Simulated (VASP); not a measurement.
Zn, 2 atoms in the cell. The typed cell holds 2 atoms: a = 2.665 Å, b = 2.688 Å, c = 4.947 Å, α = 90.41°, β = 91.14°, γ = 120.85°.  This cell differs from its parent crystal: equal xy, yz and zx shear strains of -2 %.

- Program: VASP 6.6.1
- Task: electric field gradients
- Functional: PBE
- Potentials or basis: VASP PAW PBE potentials, release 64 (Zn)
- Cutoff: 520 eV
- k mesh: 18 × 18 × 8
- Occupations: fermi-dirac, width 0.03 eV
- Spin: no spin polarisation
- Dipole correction: no
- Further INCAR settings: ALGO = Normal; EDIFF = 1e-08; NBANDS = 19

Potentials or basis: VASP PAW PBE potentials, release 64 (Zn).

Launch:

```console
$ cat potpaw_PBE.64/Zn/POTCAR > POTCAR
$ mpirun -np 1 vasp_std > vasp.out
```

Hardware: 1 thread of Oxide Virtual Turin-like Processor, with other jobs on the host.

Task: Estimate the wall time of this run.

Result: It took 12 min on 1 thread of Oxide Virtual Turin-like Processor, with other jobs on the host, peak memory 0.61 GiB. Counts: scf iterations 14, k points 1300.
